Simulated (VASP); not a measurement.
Set up this calculation in VASP 6.6.1, as the native input.

```yaml
Task: relaxation of cell and atoms
Functional: PBE
Potentials_or_basis: VASP PAW PBE potentials, release 64 (Ti_sv, C)
Cutoff: 600 eV
k_mesh: 14 × 14 × 14
Occupations: fermi-dirac, width 0.05 eV
Spin: no spin polarisation
Target_pressure: 0.041 GPa
Dipole_correction: no
Further_INCAR_settings: ALGO = Normal; EDIFF = 1e-06; IBRION = 2; EDIFFG = -0.005; NSW = 32; ISIF = 3
```

The structure of TiC (CsCl type) lies in POSCAR:

```
TiC
1.0
    2.7105561008      0.0000000000      0.0000000000
    0.0000000000      2.7105561008      0.0000000000
    0.0000000000      0.0000000000      2.7105561008
Ti C
1 1
Direct
    0.0000000000      0.0000000000      0.0000000000
    0.5000000000      0.5000000000      0.5000000000
```

These files were run (other wordings do the same):

INCAR

```
SYSTEM = TiC
ALGO = Normal
EDIFF = 1E-6
EDIFFG = -0.005
ENCUT = 600
GGA = PE
IBRION = 2
ISIF = 3
ISMEAR = -1
LASPH = .TRUE.
LCHARG = .FALSE.
LREAL = .FALSE.
LWAVE = .FALSE.
NELM = 100
NSW = 32
PREC = Accurate
PSTRESS = 0.41000000000000003
SIGMA = 0.05
```

KPOINTS

```
k-points
0
G
  14 14 14
  0 0 0
```

Potentials or basis: VASP PAW PBE potentials, release 64 (Ti_sv, C).

Launch:

```bash
$ cat potpaw_PBE.64/Ti_sv/POTCAR potpaw_PBE.64/C/POTCAR > POTCAR
$ mpirun -np 1 vasp_std > vasp.out
```

Results of the run:

```yaml
Pressure_after_relaxing: 0.1 GPa
Band_gap_on_the_k_mesh: zero (band 8 reaches 11.54 eV, above the bottom of band 9 at 9.33 eV)
```

Caveat: the relaxation stopped at its first step, so nothing moved; the cell is relaxed towards a set pressure, so the enthalpy falls and the energy may rise.

It took 18 s on 1 thread of Intel(R) Xeon(R) 6975P-C (Granite Rapids) (shared host), peak memory 0.17 GiB.
